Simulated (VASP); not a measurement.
A run of VASP 6.6.1:

POSCAR

```
I
1.0
   -1.6174560000      1.6174560000      4.2648080000
    1.6174560000     -1.6174560000      4.2648080000
    1.6174560000      1.6174560000     -4.2648080000
I
1
Direct
    0.0000000000      0.0000000000      0.0000000000
```

INCAR.step1

```
SYSTEM = I
PREC = Accurate
ENCUT = 520
ISMEAR = 1
SIGMA = 0.05
LREAL = .FALSE.
LASPH = .TRUE.
NELM = 60
NBANDS = 10
GGA = PE
ALGO = Normal
EDIFF = 1E-4
LWAVE = .TRUE.
LCHARG = .FALSE.
```

The input INCAR.step2:

```
SYSTEM = I
PREC = Accurate
ENCUT = 520
EDIFF = 1E-7
ISMEAR = 1
SIGMA = 0.05
LREAL = .FALSE.
LASPH = .TRUE.
NELM = 60
ALGO = Normal
ISIF = 2
LWAVE = .FALSE.
LCHARG = .FALSE.
METAGGA = R2SCAN
LMIXTAU = .TRUE.
NBANDS = 10
ISTART = 1
```

Contents of KPOINTS:

```
Automatic mesh
0
G
  10 10 10
  0 0 0
```

Potentials or basis: VASP PAW PBE potentials, release 64 (I).

Launch:

```bash
$ cat potpaw_PBE.64/I/POTCAR > POTCAR
$ cp INCAR.step1 INCAR
$ mpirun -np 1 vasp_std > vasp.out
$ cp INCAR.step2 INCAR
$ mpirun -np 1 vasp_std > vasp.out
```

Hardware: 1 thread of Intel(R) Xeon(R) 6975P-C (Granite Rapids), with other jobs on the host.

Problem. How long does it take, and how much memory?

Solution. Wall time 110 s on 1 thread of Intel(R) Xeon(R) 6975P-C (Granite Rapids), with other jobs on the host, peak memory 0.23 GiB. Counts: k points 102.
